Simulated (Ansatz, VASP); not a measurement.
WC in VASP and in Ansatz

```
W C
1.0
     2.92252    0.00000    0.00000
    -1.46126    2.53097    0.00000
     0.00000    0.00000    2.84615
W C
1 1
Direct
  0.00000 0.00000 0.00000
  0.66667 0.33333 0.50000
```

Alike in both runs: functional PBE; k mesh 9 × 9 × 8; occupations gaussian, width 0.1 eV; no spin polarisation.

Ansatz relaxed the structure, and its values are those at the end. VASP's run is a single point on that final structure, the one shown.

|  | VASP | Ansatz |
| --- | --- | --- |
| version | VASP 6.6.1 | Ansatz 0.2.0 |
| potentials or method | VASP PAW PBE potentials, release 64 (W_sv, C_h), cutoff 1300 eV | scalar-relativistic, plane waves, PAW |
| valence electrons in the cell | 18 | 18 |

```csv
,VASP,Ansatz,Ansatz less VASP
gap on the k mesh at the Fermi level (eV),none,none,-
pressure (GPa),1.0,0.0,-1.01
```

A gap of «none» marks a metal or a gap that the smearing closes.

Neither program's run includes spin-orbit coupling.
